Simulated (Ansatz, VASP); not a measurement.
Two plane-wave programs on GaAs

The input POSCAR:

```
GaAs
1.0
    0.0000000000      2.7886446409      2.7886446409
    2.7886446409      0.0000000000      2.7886446409
    2.7886446409      2.7886446409      0.0000000000
Ga As
1 1
Direct
    0.0000000000      0.0000000000      0.0000000000
    0.7500000000      0.7500000000      0.7500000000
```

Contents of INCAR.step1:

```
SYSTEM = GaAs
PREC = Accurate
ENCUT = 440
ISMEAR = -1
SIGMA = 0.05
LREAL = .FALSE.
LASPH = .TRUE.
NELM = 120
NBANDS = 16
GGA = PE
ALGO = Normal
EDIFF = 1E-5
LWAVE = .TRUE.
LCHARG = .FALSE.
GGA_COMPAT = .FALSE.
```

Contents of INCAR.step2:

```
SYSTEM = GaAs
PREC = Accurate
ENCUT = 440
EDIFF = 1E-8
ISMEAR = -1
SIGMA = 0.05
LREAL = .FALSE.
LASPH = .TRUE.
NELM = 120
ALGO = Normal
ISIF = 2
LWAVE = .FALSE.
LCHARG = .FALSE.
METAGGA = R2SCAN
LMIXTAU = .TRUE.
LEFG = .TRUE.
NBANDS = 16
ISTART = 1
GGA_COMPAT = .FALSE.
```

File KPOINTS:

```
Automatic mesh
0
G
  11 11 11
  0 0 0
```

Input for Ansatz:

```yaml
crystal:
  lattice:
    - [0.0, 2.7886446409, 2.7886446409]
    - [2.7886446409, 0.0, 2.7886446409]
    - [2.7886446409, 2.7886446409, 0.0]
  atoms:
    - { symbol: Ga, position: [0.0, 0.0, 0.0] }
    - { symbol: As, position: [0.75, 0.75, 0.75] }
kpoints:
  mp_grid: { grid: [11, 11, 11] }
scf:
  occupations: { method: fermi_dirac, width: 0.05 }
hamiltonian:
  xc: r2scan
  pseudopotentials: { kind: paw }
output:
  forces: true
  stress: true
  eigenvalues: true
  efg: { contact_densities: true }
```

Change from the starting cell: functional r2scan, volume scaled by 0.96, PAW files.

Alike in both runs: task electric field gradients; functional r2SCAN; k mesh 11 × 11 × 11; occupations fermi-dirac, width 0.05 eV; no spin polarisation.

```csv
,VASP,Ansatz
version,VASP 6.6.1,Ansatz 0.2.0
potentials or method,"VASP PAW PBE potentials, release 64 (Ga_d, As)","PAW with Ansatz's default frozen-core files, scalar-relativistic"
plane-wave cutoff (eV),440,500
valence electrons in the cell,18,28
```

```csv
,VASP,Ansatz,Ansatz less VASP
pressure (GPa),3.9,3.9,-0.04
```

VASP's potentials were made for PBE, not for r2SCAN. The functional is the same, so the differences come from potentials, cutoffs and numerics. VASP's potentials hold 18 valence electrons a cell and Ansatz's 28, so a difference there can come from the potentials and not from the codes.
